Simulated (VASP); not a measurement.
A run of VASP 6.6.1 is set up as follows.

INCAR

```
PREC = Accurate
ENCUT = 600
EDIFF = 1E-6
ISMEAR = 0
SIGMA = 0.1
LREAL = False
LASPH = True
NELM = 100
ALGO = Fast
ISIF = 3
LWAVE = False
LCHARG = False
GGA = PE
IBRION = 2
NSW = 100
EDIFFG = -0.01
```

Contents of KPOINTS:

```
Automatic mesh
0
Gamma
  10 10 16
```

File POSCAR:

```
Tl2Re
1.0
    4.8876518170      0.0000000000      0.0000000000
    0.0000000000      4.8876518170      0.0000000000
    0.0000000000      0.0000000000      3.0216125118
Tl Re
2 1
Direct
    0.0000000000      0.5000000000      0.5000000000
    0.5000000000      0.0000000000      0.5000000000
    0.5000000000      0.5000000000      0.0000000000
```

Potentials or basis: VASP PAW PBE potentials, release 64 (Tl_d, Re).

Launch:

```console
$ cat potpaw_PBE.64/Tl_d/POTCAR potpaw_PBE.64/Re/POTCAR > POTCAR
$ mpirun -np 1 vasp_std > vasp.out
```

Estimate the relaxed volume.

24.11 Å³/atom.

Estimate the band gap on the k mesh.

zero (an odd number of electrons rules out a gap without spin polarisation).

Estimate the space group after relaxing (to 0.1 Å).

P4/mmm (No. 123).

Step by step:
| step | energy change (eV) | largest force (eV/Å) | pressure (GPa) | volume (Å³) |
| --- | --- | --- | --- | --- |
| 1 | 0.0000 | 0.0000 | 0.09 | 72.18 |
| 2 | -0.0001 | 0.0000 | -0.07 | 72.33 |
| 3 | -0.0001 | 0.0000 | -0.01 | 72.34 |
| 4 | -0.0001 | 0.0000 | -0.01 | 72.33 |

Caveat: spin-orbit coupling is left out, which moves the levels of the heavy elements.
